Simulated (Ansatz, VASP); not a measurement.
## One calculation of Pb, two programs

```
CELL_PARAMETERS angstrom
0.00000 2.46748 2.46748
2.46748 0.00000 2.46748
2.46748 2.46748 0.00000
ATOMIC_POSITIONS crystal
Pb 0.00000 0.00000 0.00000
```

Alike in both runs: task single point; functional r2SCAN; k mesh 14 × 14 × 14; occupations gaussian, width 0.1 eV; no spin polarisation.

|  | VASP | Ansatz |
| --- | --- | --- |
| version | VASP 6.6.1 | Ansatz 0.2.0 |
| potentials or method | VASP PAW PBE potentials, release 64 (Pb_d), cutoff 520 eV | scalar-relativistic, plane waves, PAW |
| valence electrons in the cell | 14 | 14 |

|  | VASP | Ansatz | Ansatz less VASP |
| --- | --- | --- | --- |
| gap on the k mesh at the Fermi level (eV) | none | none | - |
| pressure (GPa) | 1.8 | 1.8 | +0.02 |

VASP's potentials were made for PBE, not for r2SCAN. A gap of «none» marks a metal or a gap that the smearing closes. The functional is the same, so the differences come from potentials, cutoffs and numerics.

Spin-orbit coupling is off throughout.
